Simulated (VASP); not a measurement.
Set up this calculation in VASP 6.6.1, as the native input.

* Task: relaxation of cell and atoms
* Functional: r2SCAN
* Potentials or basis: VASP PAW PBE potentials, release 64 (Ge_d, Bi_d)
* Cutoff: 600 eV
* k mesh: 5 × 5 × 5
* Occupations: fermi-dirac, width 0.1 eV
* Spin: no spin polarisation
* Dipole correction: no
* Further INCAR settings: ALGO = Normal; EDIFF = 1e-06; IBRION = 2; EDIFFG = -0.03; NSW = 50; ISIF = 3

GeBi3:

```
Ge Bi
1.0
     0.00000    3.86682    3.86682
     3.86682    0.00000    3.86682
     3.86682    3.86682    0.00000
Ge Bi
1 3
Direct
  0.00000 0.00000 0.00000
  0.25000 0.25000 0.25000
  0.75000 0.75000 0.75000
  0.50000 0.50000 0.50000
```

The input as run:

POSCAR

```
GeBi3
1.0
    0.0000000000      3.8668210000      3.8668210000
    3.8668210000      0.0000000000      3.8668210000
    3.8668210000      3.8668210000      0.0000000000
Ge Bi
1 3
Direct
    0.0000000000      0.0000000000      0.0000000000
    0.2500000000      0.2500000000      0.2500000000
    0.7500000000      0.7500000000      0.7500000000
    0.5000000000      0.5000000000      0.5000000000
```

INCAR.step1

```
  PREC = Accurate
  ENCUT = 600
  ISMEAR = -1
  SIGMA = 0.1
  LREAL = F
  LASPH = T
  NELM = 100
  GGA = PE
  ALGO = Normal
  EDIFF = 1E-4
  LWAVE = T
  LCHARG = F
```

INCAR.step2

```
  PREC = Accurate
  ENCUT = 600
  EDIFF = 1E-6
  ISMEAR = -1
  SIGMA = 0.1
  LREAL = F
  LASPH = T
  NELM = 100
  ALGO = Normal
  ISIF = 3
  LWAVE = F
  LCHARG = F
  METAGGA = R2SCAN
  LMIXTAU = T
  IBRION = 2
  NSW = 50
  EDIFFG = -0.03
  ISTART = 1
```

KPOINTS

```
regular mesh
0
Gamma
  5 5 5
```

Potentials or basis: VASP PAW PBE potentials, release 64 (Ge_d, Bi_d).

Command:

```bash
$ cat potpaw_PBE.64/Ge_d/POTCAR potpaw_PBE.64/Bi_d/POTCAR > POTCAR
$ cp INCAR.step1 INCAR
$ mpirun -np 1 vasp_std > vasp.out
$ cp INCAR.step2 INCAR
$ mpirun -np 1 vasp_std > vasp.out
```

It gave:

* Relaxed volume: 28.37 Å³/atom
* Relaxed cell: a = 5.434 Å, b = 5.434 Å, c = 5.434 Å, α = 60.00°, β = 60.00°, γ = 60.00°
* Space group after relaxing (to 0.05 Å): Fm-3m (No. 225)
* Energy gained by relaxing: 1.8 meV/atom
* Ionic steps: 3
* Pressure after relaxing: 0.0 GPa

Caveat: the PAW data sets were made with another functional, which shifts forces and pressure a little.

Wall time 9.5 min on 1 thread of Intel(R) Xeon(R) Platinum 8259CL CPU @ 2.50GHz (Skylake/Cascade Lake), with other jobs on the host, peak memory 0.37 GiB.
